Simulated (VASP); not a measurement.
The system is Lu2Si3P.

```xyz
6
Lattice="5.7959 0.0000 0.0000 -2.8979 5.0194 0.0000 0.0000 0.0000 3.8171" Properties=species:S:1:pos:R:3 pbc="T T T"
Lu    2.8979    1.6731    0.0000
Lu    0.0000    3.3463    0.0000
Si   -1.4490    2.5097    1.9085
Si    1.4490    2.5097    1.9085
Si    2.8979    0.0000    1.9085
P     0.0000    0.0000    0.0000
```

The cell was generated, and may not be a known phase.

* Program: VASP 6.6.1
* Task: relaxation of cell and atoms
* Functional: PBE
* Potentials or basis: VASP PAW PBE potentials, release 64 (Lu, Si, P)
* Cutoff: 600 eV
* k mesh: 3 × 3 × 4
* Occupations: gaussian, width 0.1 eV
* Spin: no spin polarisation

At the start: pressure 19.0 GPa; volume 18.51 Å³/atom.

**Question.** How do energy, volume and symmetry change on relaxing?

**Answer.** Over 8 steps the energy falls by 600.7 meV/atom and the volume is 20.05 Å³/atom (+8.4 %); space group P6/mmm (No. 191, to 0.1 Å) before and after.

The path:
```csv
step,energy change (eV),largest force (eV/Å),pressure (GPa),volume (Å³)
1,0.0000,0.0000,19.05,111.05
2,-2.3912,0.0000,-8.30,148.79
3,-2.5623,0.0000,-4.44,139.30
4,-3.3454,0.0000,-4.10,131.22
5,-3.5397,0.0000,-3.09,126.64
6,-3.5695,0.0000,-2.37,124.30
7,-3.5929,0.0000,1.53,118.17
8,-3.6041,0.0000,0.05,120.33
```

Final structure:
```
Lu Si P
1.0
     5.36045    0.00000    0.00000
    -2.68022    4.64228    0.00000
     0.00000    0.00000    4.83544
Lu Si P
2 3 1
Direct
  0.66667 0.33333 0.00000
  0.33333 0.66667 0.00000
  0.00000 0.50000 0.50000
  0.50000 0.50000 0.50000
  0.50000 0.00000 0.50000
  0.00000 0.00000 0.00000
```

Caveat: the k points lie up to 0.45 Å⁻¹ apart in the final cell, too coarse for converged energies and pressures of a metal; a cell axis changed by over 15 % at a fixed basis, so the end point is rough.
